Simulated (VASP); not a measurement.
Wanted: the native input for a VASP 6.6.1 run.

```
Task                   : single point
Functional             : PBEsol
Potentials or basis    : VASP PAW PBE potentials, release 64 (C, H)
Cutoff                 : 520 eV
k mesh                 : 1 × 1 × 1
Occupations            : fermi-dirac, width 0.05 eV
Spin                   : no spin polarisation
Dipole correction      : no
Further INCAR settings : LREAL = Auto; ALGO = Normal; EDIFF = 1e-06; NBANDS = 58
```

The structure of H4C lies in POSCAR:

```
H4C
1.0
    7.3876590000      0.0000000000      0.0000000000
    0.0000000000      7.3876590000      0.0000000000
    0.0000000000      0.0000000000      7.3876590000
C H
8 32
Direct
    0.4166407789      0.6883777391      0.7445660391
   -0.0998015745      0.7768225361      0.4928218804
    0.8950061176      0.4235035754      0.9925742377
    0.2150748972      0.1866220409      0.6730819601
    0.6473769296      0.9610757616      0.0751117506
    0.7155040589      0.3128866668      0.4521730091
    0.1716240557      1.0626099553      0.1889908562
    0.3660158110      0.5293557810      0.1977622411
    0.3221182786      0.6213199608      0.8512845544
    0.5384384959      0.7219066283      0.8109876214
    0.3451431638      0.8186625831      0.7078832415
    0.4393543340      0.6008669323      0.6277902107
   -0.2192034039      0.7916310160      0.5883054429
   -0.1449308908      0.8039082475      0.3586927875
   -0.0441276458      0.6416647005      0.5156031160
    0.0085141992      0.8703433659      0.5372879284
    0.9487849940      0.4922669008      1.1173634300
    0.9534143360      0.2874658941      0.9842766159
    0.9230799635      0.4925646947      0.8566313091
    0.7425356260      0.4108608695      1.0028752004
    0.2958447324      0.1657629298      0.5454231171
    0.3046161172      0.1619728252      0.7875295814
    0.0938998403      0.0943736033      0.6695084329
    0.1706088492      0.3275733219      0.6942930095
    0.6941170403      0.8480088212     -0.0111943445
    0.5715071581      1.0493581255     -0.0157424700
    0.7628397575      1.0221776614      0.1385012492
    0.5667018470      0.9096250923      0.1882869797
    0.7828867034      0.1838877512      0.4068406514
    0.6164198970      0.2810362525      0.5561707707
    0.6549571387      0.3802963835      0.3399859143
    0.8234272860      0.4096967659      0.4965307684
    0.0510445867      0.9888112053      0.2006995721
    0.1471102009      1.2108571876      0.2122593910
    0.2302353154      1.0527692196      0.0504760710
    0.2661465560      1.0134062766      0.2899836064
    0.4654925193      0.4785548440      0.1014665133
    0.3901371192      0.4698917478      0.3331501901
    0.2240899316      0.5277855949      0.1501693568
    0.4182380372      0.6746250741      0.2079278429
```

The input as run:

INCAR

```
PREC     = Accurate       # precision mode
ENCUT    = 520            # plane-wave cutoff, eV
EDIFF    = 1E-6           # SCF threshold, eV
ISMEAR   = -1             # smearing method
SIGMA    = 0.05           # smearing width, eV
LREAL    = Auto         
LASPH    = T              # aspherical terms in the spheres
NELM     = 100            # most SCF steps
ALGO     = Normal         # electronic algorithm
ISIF     = 2              # what is computed and relaxed
LWAVE    = F              # write WAVECAR
LCHARG   = F              # write CHGCAR
GGA      = PS             # functional
NBANDS   = 58             # bands
```

KPOINTS

```
Automatic mesh
0
Gamma
  1 1 1
```

Potentials or basis: VASP PAW PBE potentials, release 64 (C, H).

Run with:

```sh
$ cat potpaw_PBE.64/C/POTCAR potpaw_PBE.64/H/POTCAR > POTCAR
$ mpirun -np 1 vasp_gam > vasp.out
```

It gave:

The pressure is -0.2 GPa. The largest force is 3.010 eV/Å. The band gap on the k mesh is 7.01 eV.

Caveat: the k points lie up to 0.85 Å⁻¹ apart; the PAW data sets were made with another functional, which shifts forces and pressure a little.

It took 31 s on 1 thread of Intel(R) Xeon(R) 6975P-C (Granite Rapids), with other jobs on the host, peak memory 0.37 GiB.
